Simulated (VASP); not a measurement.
Set up this calculation in VASP 6.6.1, as the native input.

```yaml
Task: single point
Functional: LDA
Potentials_or_basis: VASP PAW LDA potentials, release 64 (Os)
Cutoff: 520 eV
k_mesh: 8 × 8 × 5
Occupations: fermi-dirac, width 0.05 eV
Spin: non-collinear spin, zero start, spin-orbit coupling
Starting_moments: "[[0.0, 0.0, 0.0], [0.0, 0.0, 0.0]] μB"
Dipole_correction: no
Further_INCAR_settings: ALGO = Normal; EDIFF = 1e-06; NBANDS = 28
```

The structure of Os lies in POSCAR:

```
Os
1.0
    2.7341000000      0.0000000000      0.0000000000
   -1.3670500000      2.3678000565      0.0000000000
    0.0000000000      0.0000000000      4.3197000000
Os
2
Direct
    0.6666666667      0.3333333333      0.7500000000
    0.3333333333      0.6666666667      0.2500000000
```

These files were run (other wordings do the same):

INCAR

```
SYSTEM = Os
  ALGO = Normal
  EDIFF = 1E-6
  ENCUT = 520
  GGA_COMPAT = .False.
  ISIF = 2
  ISMEAR = -1
  LASPH = .True.
  LCHARG = .False.
  LMAXMIX = 4
  LORBIT = 11
  LORBMOM = .True.
  LREAL = .False.
  LSORBIT = .True.
  LWAVE = .False.
  MAGMOM = 0 0 0 0 0 0
  NBANDS = 28
  NELM = 150
  PREC = Accurate
  SIGMA = 0.05
```

KPOINTS

```
k-points
0
Gamma
  8 8 5
  0 0 0
```

Potentials or basis: VASP PAW LDA potentials, release 64 (Os).

Run with:

```sh
$ cat potpaw_LDA.64/Os/POTCAR > POTCAR
$ mpirun -np 1 vasp_ncl > vasp.out
```

It gave:

The pressure is -8.3 GPa, the net moment is 0.00 μB per cell and the valence electrons inside the program's atomic spheres are Os 7.66.

Caveat: the cell stands under tension.

It took 57 s on 1 thread of Intel Xeon 8259CL, on a shared host, peak memory 0.19 GiB.
